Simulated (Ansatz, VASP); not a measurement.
# KBr in VASP and in Ansatz

File POSCAR:

```
KBr
1.0
    0.0000000000      3.3000000000      3.3000000000
    3.3000000000      0.0000000000      3.3000000000
    3.3000000000      3.3000000000      0.0000000000
Br K
1 1
Direct
    0.5000000000      0.5000000000      0.5000000000
    0.0000000000      0.0000000000      0.0000000000
```

File INCAR.step1:

```
  PREC = Accurate
  ENCUT = 520
  EDIFF = 1E-5
  ISMEAR = -1
  SIGMA = 0.05
  LREAL = F
  LASPH = T
  NELM = 80
  ALGO = Normal
  ISIF = 2
  LWAVE = T
  GGA = PE
  NBANDS = 15
```

Contents of INCAR.step2:

```
  PREC = Accurate
  ENCUT = 520
  EDIFF = 1E-7
  ISMEAR = -1
  SIGMA = 0.05
  LREAL = F
  LASPH = T
  NELM = 80
  ALGO = Normal
  ISIF = 2
  LWAVE = F
  LCHARG = T
  GGA = PE
  LHFCALC = T
  AEXX = 0.05
  HFSCREEN = 0.2
  PRECFOCK = Normal
  LELF = T
  LVHAR = T
  ISTART = 1
  NBANDS = 15
```

KPOINTS

```
Automatic mesh
0
Gamma
  4 4 4
```

Contents of input.yaml:

```yaml
crystal:
  lattice:
    - [0.0, 3.3, 3.3]
    - [3.3, 0.0, 3.3]
    - [3.3, 3.3, 0.0]
  atoms:
    - { symbol: Br, position: [0.5, 0.5, 0.5] }
    - { symbol: K, position: [0.0, 0.0, 0.0] }
kpoints:
  mp_grid: { grid: [4, 4, 4] }
scf:
  occupations: { method: fermi_dirac, width: 0.05 }
hamiltonian:
  xc: { preset: hse06, exx: { coeff: 0.05, omega: 0.2 } }
  pseudopotentials: { kind: all_electron, datasets: crystal }
output:
  forces: true
  stress: true
```

Alike in both runs: task single point; functional PBE-based screened hybrid; k mesh 4 × 4 × 4; occupations fermi-dirac, width 0.05 eV; no spin polarisation.

|  | VASP | Ansatz |
| --- | --- | --- |
| version | VASP 6.6.1 | Ansatz 0.2.0 |
| potentials or method | VASP PAW PBE potentials, release 64 (Br, K_sv), cutoff 520 eV | all-electron PAW datasets made for the crystal |

|  | VASP | Ansatz | Ansatz less VASP |
| --- | --- | --- | --- |
| gap on the k mesh at the Fermi level (eV) | 4.67 | 4.67 | +0.002 |
| least direct gap on the mesh (eV) | 4.67 | 4.67 | +0.002 |
| pressure (GPa) | 0.7 | 0.7 | -0.04 |

VASP's potentials were made for PBE, not for PBE-based screened hybrid. Ansatz ran all-electron here, and VASP with PAW potentials.
